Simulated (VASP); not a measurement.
A run of VASP 6.6.1:

Contents of INCAR:

```
SYSTEM = LiCl
PREC     = Accurate       ! precision mode
ENCUT    = 520            ! plane-wave cutoff, eV
EDIFF    = 1E-7           ! SCF threshold, eV
ISMEAR   = 0              ! smearing method
SIGMA    = 0.01           ! smearing width, eV
LREAL    = .FALSE.        ! projectors in reciprocal space
LASPH    = .TRUE.         ! aspherical terms in the spheres
NELM     = 80             ! most SCF steps
ALGO     = Normal         ! electronic algorithm
ISIF     = 2              ! what is computed and relaxed
LWAVE    = .FALSE.        ! write WAVECAR
LCHARG   = .FALSE.        ! write CHGCAR
GGA      = PE             ! functional
NBANDS   = 18             ! bands
```

File KPOINTS:

```
Automatic mesh
0
G
  6 6 4
  0 0 0
```

Contents of POSCAR:

```
LiCl
1.0
    4.0023726993      0.0000000000      0.0000000000
   -2.0011863497      3.4661564330      0.0000000000
    0.0000000000      0.0000000000      6.4127422564
Li Cl
2 2
Direct
    0.6666666667      0.3333333333      0.8777889922
    0.3333333333      0.6666666667      0.3777889922
    0.6666666667      0.3333333333      0.4972120078
    0.3333333333      0.6666666667      0.9972120078
```

Potentials or basis: VASP PAW PBE potentials, release 64 (Li_sv, Cl).

The run is started by

```bash
$ cat potpaw_PBE.64/Li_sv/POTCAR potpaw_PBE.64/Cl/POTCAR > POTCAR
$ mpirun -np 1 vasp_std > vasp.out
```

Hardware: 1 thread of Intel(R) Xeon(R) 6975P-C (Granite Rapids), with other jobs on the host.

Task: How long does it take, and how much memory?

Result: Run time: 18 s on 1 thread of Intel(R) Xeon(R) 6975P-C (Granite Rapids), with other jobs on the host, peak memory 0.19 GiB. Counts: scf iterations 14, k points 21.
